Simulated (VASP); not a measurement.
# BN (P1) in VASP: notebook

BN is run at these levels: PBE; tasks: single point.

Program: VASP 6.6.1. These are calculated values, not measurements. Logs are shortened: lines on timing, memory, paths and dates and some standing lists are left out, and cuts for length are marked.

**1. The cell of the first run**

The typed cell holds 4 atoms: a = 2.554 Å, b = 2.554 Å, c = 4.227 Å, α = 90.00°, β = 90.00°, γ = 120.00°.

**2. Single point, PBE (atom 3 (N) moved by (+0.200, -0.100) A along [1 1 0] and z)**

File INCAR:

```
SYSTEM = BN
PREC = Accurate
ENCUT = 520
EDIFF = 1E-7
ISMEAR = 0
SIGMA = 0.05
LREAL = .FALSE.
LASPH = .TRUE.
NELM = 60
ALGO = Normal
ISIF = 2
LWAVE = .FALSE.
LCHARG = .FALSE.
GGA = PE
NBANDS = 16
```

File KPOINTS:

```
Automatic mesh
0
G
  12 12 6
  0 0 0
```

File POSCAR:

```
BN
1.0
    2.5539396017      0.0000000000      0.0000000000
   -1.2769698009      2.2117765748      0.0000000000
    0.0000000000      0.0000000000      4.2268550000
B N
2 2
Direct
    0.6666666667      0.3333333333      0.9997240000
    0.3333333333      0.6666666667      0.4997240000
    0.7540105546      0.3972734970      0.6016177482
    0.3333333333      0.6666666667      0.1252760000
```

Potentials or basis: VASP PAW PBE potentials, release 64 (B, N).

Launch:

```console
> cat potpaw_PBE.64/B/POTCAR potpaw_PBE.64/N/POTCAR > POTCAR
> mpirun -np 1 vasp_std > vasp.out
```

OUTCAR:

```text
SYSTEM = BN
   PREC = Accurate
   ENCUT = 520
   EDIFF = 1E-7
   ISMEAR = 0
   LREAL = .FALSE.
   LASPH = .TRUE.
   NELM = 60
   ISIF = 2
   GGA = PE

 ion  position               nearest neighbor table
   1  0.667  0.333  1.000-   4 1.57   4 1.57   4 1.57   3 1.69
   2  0.333  0.667  0.500-   3 1.35   4 1.58   3 1.60   3 1.68
   3  0.754  0.397  0.602-   2 1.35   2 1.60   2 1.68   1 1.69
   4  0.333  0.667  0.125-   1 1.57   1 1.57   1 1.57   2 1.58

  LATTYP: Found a hexagonal cell.
 ALAT       =     2.5539396017
 C/A-ratio  =     1.6550332659

  Lattice vectors:

 A1 = (   2.5539396017,   0.0000000000,   0.0000000000)
 A2 = (  -1.2769698009,   2.2117765748,   0.0000000000)
 A3 = (   0.0000000000,   0.0000000000,   4.2268550000)

Analysis of symmetry for initial positions (statically):
=====================================================================
 Subroutine PRICEL returns:
 Original cell was already a primitive cell.

 Routine SETGRP: Setting up the symmetry group for a
 hexagonal supercell.

 Subroutine GETGRP returns: Found  1 space group operations
 (whereof  1 operations were pure point group operations)
 out of a pool of 24 trial point group operations.

The static configuration has the point symmetry C_1 .

Analysis of symmetry for dynamics (positions and initial velocities):
=====================================================================
 Subroutine PRICEL returns:
 Original cell was already a primitive cell.

 Routine SETGRP: Setting up the symmetry group for a
 hexagonal supercell.

 Subroutine GETGRP returns: Found  1 space group operations
 (whereof  1 operations were pure point group operations)
 out of a pool of 24 trial point group operations.

The dynamic configuration has the point symmetry C_1 .

 Subroutine INISYM returns: Found  1 space group operations
 (whereof  1 operations are pure point group operations),
 and found     1 'primitive' translations

----------------------------------------------------------------------------------------

                                     Primitive cell

  volume of cell :      23.8764

  direct lattice vectors                    reciprocal lattice vectors
     2.553939602  0.000000000  0.000000000     0.391551938  0.226062617  0.000000000
    -1.276969801  2.211776575  0.000000000     0.000000000  0.452125233  0.000000000
     0.000000000  0.000000000  4.226855000     0.000000000  0.000000000  0.236582518

  length of vectors
     2.553939602  2.553939602  4.226855000     0.452125233  0.452125233  0.236582518

  position of ions in fractional coordinates (direct lattice)
     0.666666667  0.333333333  0.999724000
     0.333333333  0.666666667  0.499724000
     0.754010555  0.397273497  0.601617748
     0.333333333  0.666666667  0.125276000

  ion indices of the primitive-cell ions
   primitive index   ion index
                 1           1
                 2           2
                 3           3
                 4           4

----------------------------------------------------------------------------------------

 KPOINTS: Automatic mesh

Automatic generation of k-mesh.
 Grid dimensions read from file:
 generate k-points for:   12   12    6

 Generating k-lattice:

  Cartesian coordinates                     Fractional coordinates (reciprocal lattice)
     0.032629328  0.018838551  0.000000000     0.083333333  0.000000000  0.000000000
     0.000000000  0.037677103  0.000000000     0.000000000  0.083333333  0.000000000
     0.000000000  0.000000000  0.039430420     0.000000000  0.000000000  0.166666667

  Length of vectors
     0.037677103  0.037677103  0.039430420

  Shift w.r.t. Gamma in fractional coordinates (k-lattice)
     0.000000000  0.000000000  0.000000000

 Subroutine IBZKPT returns following result:
 ===========================================

 Found    436 irreducible k-points:

 Following reciprocal coordinates:
            Coordinates               Weight
  0.000000  0.000000  0.000000      1.000000
  0.083333  0.000000  0.000000      2.000000
  0.000000  0.083333  0.000000      2.000000
 -0.083333  0.083333  0.000000      2.000000
  0.166667  0.000000  0.000000      2.000000
  0.000000  0.166667  0.000000      2.000000
[... 16 lines left out ...]
  0.166667  0.083333  0.000000      2.000000
 -0.083333  0.250000  0.000000      2.000000
 [... further k-points ...]
   k-points           NKPTS =    436   k-points in BZ     NKDIM =    436   number of bands    NBANDS=     16
   number of dos      NEDOS =    301   number of ions     NIONS =      4
   total plane-waves  NPLWV =  12800
   dimension x,y,z NGX =    20 NGY =   20 NGZ =   32
   dimension x,y,z NGXF=    40 NGYF=   40 NGZF=   64
   ions per type =               2   2
   NGX,Y,Z   is equivalent  to a cutoff of  13.02, 13.02, 12.59 a.u.
   NGXF,Y,Z  is equivalent  to a cutoff of  26.04, 26.04, 25.17 a.u.
 SYSTEM =  BN
   PREC   = accura    normal or accurate (medium, high low for compatibility)
   ISTART =      0    job   : 0-new  1-cont  2-samecut
   ICHARG =      2    charge: 1-file 2-atom 10-const
   ISPIN  =      1    spin polarized calculation?
   LNONCOLLINEAR =      F non collinear calculations
   LSORBIT =      F    spin-orbit coupling
   LASPH  =      T    aspherical Exc in radial PAW
   ENCUT  =  520.0 eV  38.22 Ry    6.18 a.u.   4.75  4.75  7.86*2*pi/ulx,y,z
   NELM   =     60;   NELMIN=  2; NELMDL= -5     # of ELM steps
   EDIFF  = 0.1E-06   stopping-criterion for ELM
   LREAL  =      F    real-space projection
   EDIFFG = 0.1E-05   stopping-criterion for IOM
   NSW    =      0    number of steps for IOM
   IBRION =     -1    ionic relax: 0-MD 1-quasi-New 2-CG
   NFREE  =      0    steps in history (QN), initial steepest desc. (CG)
   ISIF   =      2    stress and relaxation
   ISYM   =      2    0-nonsym 1-usesym 2-fastsym
   POTIM  = 0.5000    time-step for ionic-motion
   TEBEG  =    0.0;   TEEND  =   0.0 temperature during run
   PSTRESS=    0.0 pullay stress
   NELECT =      16.0000    total number of electrons
   NUPDOWN=      -1.0000    fix difference up-down
   EMIN   =  10.00;   EMAX   =-10.00  energy-range for DOS
   EFERMI =   0.00;   METHOD = LEGACY
   ISMEAR =     0;   SIGMA  =   0.05  broadening in eV -4-tet -1-fermi 0-gaus
   EFERMI_NEDOS =   21; number of points for ismear=-14 and -15
   IALGO  =     38    algorithm
   IMIX   =      4    mixing-type and parameters
     AMIX     =   0.40;   BMIX     =  1.00
     AMIX_MAG =   1.60;   BMIX_MAG =  1.00
  volume/ion in A,a.u.               =       5.97        40.28
  Fermi-wavevector in a.u.,A,eV,Ry     =   1.432600  2.707222 27.923836  2.052344
  Thomas-Fermi vector in A             =   2.552210
   LORBIT       =      0    0 simple, 1 ext, 2 COOP (PROOUT), +10 PAW based schemes
   GGA     = PE    functional components
   LHFCALC =     F    Hartree Fock is set to
   AEXX    =    0.0000 exact exchange contribution
   IVDW    =     0    specifies the selected vdW correction
   LEPSILON=     F    determine dielectric tensor
   LRPA    =     F    only Hartree local field effects (RPA)
 non-spin polarized calculation
 Gauss-broadening in eV      SIGMA  =   0.05
  energy-cutoff  :      520.00
  volume of cell :       23.88
 maximum number of plane-waves:       660
   NGX =  9   NGY =  9   NGZ = 15

 number of electron      16.0000001 magnetization

 Free energy of the ion-electron system (eV)
  ---------------------------------------------------
  ext. energy  EPLUGINS =         0.00000000
  ---------------------------------------------------
  free energy    TOTEN  =       -33.96938145 eV

  energy without entropy =      -33.96938145  energy(sigma->0) =      -33.96938145

 E-fermi :   8.2119     XC(G=0): -12.7554

 val. band max:        7.9237873282   @ k =   0.0000   0.0000   0.0000
 cond. band min:      12.9518515850   @ k =   0.3333   0.3333   0.0000
 fundamental gap:      5.0280642569
 Fermi energy:         8.2118520034

 k-point     1 :       0.0000    0.0000    0.0000
  band No.  band energies     occupation
      1     -12.9247      2.00000
      2      -8.7978      2.00000
      3      -3.3070      2.00000
      4       3.8964      2.00000
      5       5.9221      2.00000
      6       6.7692      2.00000
[... 8 lines left out ...]
     15      21.8199      0.00000
     16      23.4373      0.00000

 k-point     2 :       0.0833    0.0000    0.0000
  band No.  band energies     occupation
      1     -12.7770      2.00000
      2      -8.6901      2.00000
      3      -3.1536      2.00000
      4       3.3861      2.00000
      5       5.5636      2.00000
      6       6.2298      2.00000
[... 8 lines left out ...]
     15      21.7822      0.00000
     16      23.2846      0.00000

 k-point     3 :       0.0000    0.0833    0.0000
  band No.  band energies     occupation
      1     -12.7764      2.00000
      2      -8.6829      2.00000
      3      -3.1580      2.00000
      4       3.6315      2.00000
      5       5.2338      2.00000
      6       6.5077      2.00000
[... 8 lines left out ...]
     15      22.0150      0.00000
     16      23.3030      0.00000

 k-point     4 :      -0.0833    0.0833    0.0000
  band No.  band energies     occupation
      1     -12.7767      2.00000
      2      -8.6856      2.00000
      3      -3.1566      2.00000
      4       3.5298      2.00000
      5       5.3646      2.00000
      6       6.4445      2.00000
[... 8 lines left out ...]
     15      21.9957      0.00000
     16      23.3594      0.00000

 k-point     5 :       0.1667    0.0000    0.0000
  band No.  band energies     occupation
      1     -12.3383      2.00000
      2      -8.3848      2.00000
      3      -2.6984      2.00000
      4       2.0815      2.00000
      5       4.7063      2.00000
      6       4.9318      2.00000
[... 8 lines left out ...]
     15      21.5062      0.00000
     16      23.3053      0.00000

 k-point     6 :       0.0000    0.1667    0.0000
  band No.  band energies     occupation
      1     -12.3374      2.00000
      2      -8.3524      2.00000
      3      -2.7191      2.00000
      4       2.7191      2.00000
      5       3.8449      2.00000
      6       5.6012      2.00000
[... 8 lines left out ...]
     15      22.1120      0.00000
     16      23.3669      0.00000

 k-point     7 :      -0.1667    0.1667    0.0000
  band No.  band energies     occupation
      1     -12.3381      2.00000
      2      -8.3641      2.00000
      3      -2.7125      2.00000
      4       2.4220      2.00000
      5       4.1645      2.00000
      6       5.5034      2.00000
[... 8 lines left out ...]
     15      22.0275      0.00000
     16      23.6200      0.00000

 k-point     8 :       0.2500    0.0000    0.0000
  band No.  band energies     occupation
      1     -11.6240      2.00000
      2      -7.9517      2.00000
      3      -1.9598      2.00000
      4       0.4467      2.00000
      5       3.1377      2.00000
      6       3.9531      2.00000
[... 8 lines left out ...]
     15      21.5351      0.00000
     16      23.4383      0.00000

 k-point     9 :       0.0000    0.2500    0.0000
  band No.  band energies     occupation
      1     -11.6284      2.00000
      2      -7.8608      2.00000
      3      -2.0193      2.00000
      4       0.9757      2.00000
      5       2.8145      2.00000
      6       4.0580      2.00000
[... 8 lines left out ...]
     15      22.3647      0.00000
     16      24.1662      0.00000
[... 172 lines left out ...]
 k-point    19 :       0.5000    0.5000    0.0000
  band No.  band energies     occupation
      1      -9.0613      2.00000
      2      -7.4594      2.00000
      3      -2.2647      2.00000
      4      -0.3356      2.00000
      5       0.5428      2.00000
      6       2.4276      2.00000
[... 8 lines left out ...]
     15      23.6979      0.00000
     16      26.4044      0.00000

 k-point    20 :       0.0833    0.0833    0.0000
  band No.  band energies     occupation
      1     -12.4832      2.00000
      2      -8.4724      2.00000
      3      -2.8558      2.00000
      4       2.7444      2.00000
      5       4.4966      2.00000
      6       5.6852      2.00000
[... 8 lines left out ...]
     15      21.9607      0.00000
     16      23.1184      0.00000

 k-point    21 :      -0.0833    0.1667    0.0000
  band No.  band energies     occupation
      1     -12.4827      2.00000
      2      -8.4583      2.00000
      3      -2.8652      2.00000
      4       3.1317      2.00000
      5       4.1514      2.00000
      6       5.9917      2.00000
[... 8 lines left out ...]
     15      22.1942      0.00000
     16      23.6192      0.00000

 k-point    22 :      -0.1667    0.0833    0.0000
  band No.  band energies     occupation
      1     -12.4838      2.00000
      2      -8.4806      2.00000
      3      -2.8513      2.00000
      4       2.5734      2.00000
      5       4.7386      2.00000
      6       5.5521      2.00000
[... 8 lines left out ...]
     15      21.8698      0.00000
     16      23.2349      0.00000

 k-point    23 :       0.1667    0.0833    0.0000
  band No.  band energies     occupation
      1     -11.9068      2.00000
      2      -8.0941      2.00000
      3      -2.2610      2.00000
      4       1.2814      2.00000
      5       3.4009      2.00000
      6       4.4032      2.00000
[... 8 lines left out ...]
     15      21.7452      0.00000
     16      23.5393      0.00000

 k-point    24 :      -0.0833    0.2500    0.0000
  band No.  band energies     occupation
      1     -11.9080      2.00000
      2      -8.0399      2.00000
      3      -2.2966      2.00000
      4       1.9945      2.00000
      5       2.7434      2.00000
      6       4.8448      2.00000
[... 8 lines left out ...]
     15      22.4765      0.00000
     16      23.9993      0.00000

 [... further k-points ...]
[... 5 lines left out ...]
  --------------------------------------------------------------------------------------
  -------------------------------------------------------------------------------------
  Total        3.1800336      0.6818372      0.9811450      1.7664938     -0.5295275     -1.1372967
  in kB      213.3895122     45.7532583     65.8376877    118.5368728    -35.5328363    -76.3159201
  external PRESSURE =     108.3268194 kB  Pullay stress =       0.0000000 kB

 VOLUME and BASIS-vectors are now :
 -----------------------------------------------------------------------------
  energy-cutoff  :      520.00
  volume of cell :       23.88
      direct lattice vectors                 reciprocal lattice vectors
     2.553939602  0.000000000  0.000000000     0.391551938  0.226062617  0.000000000
    -1.276969801  2.211776575  0.000000000     0.000000000  0.452125233  0.000000000
     0.000000000  0.000000000  4.226855000     0.000000000  0.000000000  0.236582518

 POSITION                                       TOTAL-FORCE (eV/Angst)
 -----------------------------------------------------------------------------------
      1.27697      0.73726      4.22569         0.681212      0.633776     -0.442173
     -0.00000      1.47452      2.11226         5.362169      3.552966     -2.598103
      1.41839      0.87868      2.54295        -6.212851     -4.317791      4.469249
     -0.00000      1.47452      0.52952         0.169471      0.131049     -1.428972
 -----------------------------------------------------------------------------------
    total drift:                                0.000016     -0.000072      0.000088

  FREE ENERGIE OF THE ION-ELECTRON SYSTEM (eV)
  ---------------------------------------------------
  free  energy   TOTEN  =       -33.9693814499 eV

  energy  without entropy=      -33.9693814499  energy(sigma->0) =      -33.96938145
```

Wall time 5.4 min (1 thread of AMD EPYC 7R13, shared host); peak memory 0.21 GiB.

What came out:

- Free energy: -33.9694 eV
- Pressure: 10.8 GPa
- Largest force: 8.787 eV/Å
- Band gap on the k mesh: 5.03 eV, indirect (least direct gap 7.20 eV)

Forces in eV/Å, atoms in the order of the input:
```
B    0.681  0.634 -0.442
B    5.362  3.553 -2.598
N   -6.213 -4.318  4.469
N    0.169  0.131 -1.429
```

Stress tensor (GPa, compression positive):
```
21.34 11.85 -7.63
11.85  4.58 -3.55
-7.63 -3.55  6.58
```

Caveat: the cell differs from its parent crystal (atom 3 (N) moved by (+0.200, -0.100) A along [1 1 0] and z); forces of over 1 eV/Å act on the atoms, so gaps and moduli don't describe the material at rest. A k mesh can miss the band edges.

**3. Single point, PBE (atom 3 (N) moved by (+0.200, +0.100) A along [1 1 0] and z)**

File INCAR:

```
SYSTEM = BN
ALGO = Normal ; EDIFF = 1E-6
ENCUT = 520 ; GGA = PE
ISIF = 2 ; ISMEAR = 0
LASPH = .TRUE. ; LCHARG = .FALSE.
LREAL = .FALSE. ; LWAVE = .FALSE.
NBANDS = 16 ; NELM = 60
PREC = Accurate ; SIGMA = 0.05
```

File KPOINTS:

```
k-points
0
G
  12 12 6
  0 0 0
```

POSCAR: that of step 2 with these lines changed.

```diff
@@ -10,3 +10,3 @@
     0.3333333333      0.6666666667      0.4997240000
-    0.7540105546      0.3972734970      0.6016177482
+    0.7540105546      0.3972734970      0.6489342518
     0.3333333333      0.6666666667      0.1252760000
```

Potentials or basis: VASP PAW PBE potentials, release 64 (B, N).

Launch:

```console
> cat potpaw_PBE.64/B/POTCAR potpaw_PBE.64/N/POTCAR > POTCAR
> mpirun -np 1 vasp_std > vasp.out
```

Wall time 4.9 min (1 thread of AMD EPYC 7R13, shared host); peak memory 0.21 GiB.

Results (log left out):

```yaml
Free_energy: -34.1930 eV
Pressure: 7.0 GPa
Largest_force: 5.542 eV/Å
Band_gap_on_the_k_mesh: 3.74 eV, indirect (least direct gap 7.12 eV)
```

Forces in eV/Å, atoms in the order of the input:
```
B    0.682  0.634  1.040
B    3.134  2.021  0.387
N   -3.910 -2.712 -2.841
N    0.095  0.057  1.413
```

Stress tensor (GPa, compression positive):
```
 9.65  4.97 -4.44
 4.97  4.99 -1.68
-4.44 -1.68  6.40
```

Levels at points of the mesh, in eV from the valence-band top:
| k point | band 6 | band 7 | band 8 | band 9 | band 10 | band 11 |
| --- | --- | --- | --- | --- | --- | --- |
| (0.00, 0.00, 0.00) | -1.81 | -0.60 | 0.00 | 7.12 | 7.58 | 8.04 |
| (0.50, 0.00, 0.00) | -6.28 | -5.42 | -2.18 | 5.97 | 8.14 | 8.99 |
| (0.00, 0.50, 0.00) | -5.74 | -4.84 | -2.66 | 5.48 | 5.72 | 8.85 |
| (0.50, 0.50, 0.00) | -5.61 | -5.16 | -2.42 | 5.26 | 6.32 | 8.78 |
| (0.00, 0.00, 0.50) | -2.04 | -1.96 | -0.37 | 7.21 | 7.96 | 8.71 |
| (0.50, 0.00, 0.50) | -4.56 | -4.30 | -3.46 | 5.64 | 5.96 | 8.57 |
| (0.00, 0.50, 0.50) | -4.72 | -4.33 | -3.74 | 5.18 | 5.76 | 8.52 |
| (0.50, 0.50, 0.50) | -4.70 | -4.27 | -3.25 | 4.94 | 5.77 | 8.44 |

Caveat: the cell differs from its parent crystal (atom 3 (N) moved by (+0.200, +0.100) A along [1 1 0] and z); forces of over 1 eV/Å act on the atoms, so gaps and moduli don't describe the material at rest. A k mesh can miss the band edges.

(Continued in part 2 of 3.)
